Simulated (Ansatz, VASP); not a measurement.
## One calculation of Te, two programs

Contents of INCAR:

```
SYSTEM = Te
ALGO     = Normal         ! electronic algorithm
EDIFF    = 1E-7           ! SCF threshold, eV
EDIFFG   = -0.005         ! ionic threshold
ENCUT    = 600            ! plane-wave cutoff, eV
GGA      = PE             ! functional
IBRION   = 2              ! ionic algorithm
ISIF     = 3              ! what is computed and relaxed
ISMEAR   = -1             ! smearing method
LASPH    = .TRUE.         ! aspherical terms in the spheres
LCHARG   = .FALSE.        ! write CHGCAR
LREAL    = .FALSE.        ! projectors in reciprocal space
LWAVE    = .FALSE.        ! write WAVECAR
NELM     = 60             ! most SCF steps
NSW      = 45             ! ionic steps
PREC     = Accurate       ! precision mode
SIGMA    = 0.05           ! smearing width, eV
```

Contents of KPOINTS:

```
k-points
0
G
  13 13 13
  0 0 0
```

File POSCAR:

```
Te
1.0
    3.1999713889      0.0000000000      0.0000000000
    0.0000000000      3.1999713889      0.0000000000
    0.0000000000      0.0000000000      3.1999713889
Te
1
Direct
    0.0000000000      0.0000000000      0.0000000000
```

Input for Ansatz:

```yaml
crystal:
  lattice:
    - [3.1999713889, 0.0, 0.0]
    - [0.0, 3.1999713889, 0.0]
    - [0.0, 0.0, 3.1999713889]
  atoms:
    - { symbol: Te, position: [0.0, 0.0, 0.0] }
kpoints:
  mp_grid: { grid: [13, 13, 13] }
scf:
  occupations: { method: fermi_dirac, width: 0.05 }
hamiltonian:
  xc: pbe
  pseudopotentials: { kind: all_electron, lapw: { basis_error: 0.0005 } }
output:
  forces: true
  stress: true
  eigenvalues: true
  populations: true
relax:
  f_tol: 0.005
  max_steps: 25
  cell: {}
```

Alike in both runs: task relaxation of cell and atoms; functional PBE; k mesh 13 × 13 × 13; occupations fermi-dirac, width 0.05 eV; no spin polarisation.

|  | VASP | Ansatz |
| --- | --- | --- |
| version | VASP 6.6.1 | Ansatz 0.2.0 |
| potentials or method | VASP PAW PBE potentials, release 64 (Te), cutoff 600 eV | all-electron LAPW, scalar-relativistic |

Ansatz gave:

* relaxed volume (Å³/atom): 32.77
* relaxed cell length with the largest relative difference (Å): 3.200

Q: Which values does VASP return?

A: Relaxed volume (Å³/atom): 32.72; relaxed cell length with the largest relative difference (Å): 3.198.

Ansatz ran all-electron here, and VASP with PAW potentials.

Spin-orbit coupling is off throughout.
